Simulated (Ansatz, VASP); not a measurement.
Two plane-wave programs on Al2Cu

```
Al Cu
1.0
    -2.93660    2.93660    2.31725
     2.93660   -2.93660    2.31725
     2.93660    2.93660   -2.31725
Al Cu
4 2
Direct
  0.15932 0.65932 0.81864
  0.65932 0.84068 0.50000
  0.84068 0.34068 0.18136
  0.34068 0.15932 0.50000
  0.75000 0.75000 0.00000
  0.25000 0.25000 0.00000
```

Alike in both runs: task single point; functional PBEsol; k mesh 10 × 10 × 10; occupations gaussian, width 0.15 eV; no spin polarisation.

|  | VASP | Ansatz |
| --- | --- | --- |
| version | VASP 6.6.1 | Ansatz 0.2.0 |
| potentials or method | VASP PAW PBE potentials, release 64 (Al, Cu), cutoff 520 eV | scalar-relativistic, plane waves, PAW |
| valence electrons in the cell | 34 | 50 |

Ansatz gave:

| Property | Result |
| --- | --- |
| gap on the k mesh at the Fermi level (eV) | none |
| pressure (GPa) | 10.8 |
| traceless stress, the component that is largest in VASP (GPa) | 2.49 |
| rms of the force components (eV/Å) | 0.069 |

Task: What did VASP give for the same quantities?

Result: gap on the k mesh at the Fermi level (eV): none; pressure (GPa): 11.1; traceless stress, the component that is largest in VASP (GPa): 2.50; rms of the force components (eV/Å): 0.069.

VASP's potentials were made for PBE, not for PBEsol, and Ansatz warns of the same on its side. Atom by atom the forces differ by 0.001 eV/Å (rms over components). A gap of «none» marks a metal or a gap that the smearing closes. VASP's potentials hold 34 valence electrons a cell and Ansatz's 50, so a difference there can come from the potentials and not from the codes.
